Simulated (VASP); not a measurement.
Au:

```xyz
1
Lattice="0.0000 2.0350 2.0350 2.0350 0.0000 2.0350 2.0350 2.0350 0.0000" Properties=species:S:1:pos:R:3 pbc="T T T"
Au    0.0000    0.0000    0.0000
```

* Program: VASP 6.6.1
* Task: relaxation of cell and atoms
* Functional: LDA
* Potentials or basis: VASP PAW LDA potentials, release 64 (Au)
* Cutoff: 500 eV
* k mesh: 9 × 9 × 9
* Occupations: fermi-dirac, width 0.1 eV
* Spin: no spin polarisation

At the start: pressure -2.7 GPa; volume 16.85 Å³/atom.

Task: Where does the relaxation end?

Result: Over 3 steps the energy falls by 2.1 meV/atom and the volume is 16.61 Å³/atom (-1.4 %); space group Fm-3m (No. 225, to 0.05 Å).

Step by step:
```tsv
step	energy change (eV)	largest force (eV/Å)	pressure (GPa)	volume (Å³)
1	0.0000	0.0000	-2.71	16.85
2	0.0054	0.0000	5.62	16.17
3	-0.0021	0.0000	-0.03	16.61
```

Final structure:
```
Au
1.0
     0.00000    2.02523    2.02523
     2.02523    0.00000    2.02523
     2.02523    2.02523    0.00000
Au
1
Direct
  0.00000 0.00000 0.00000
```
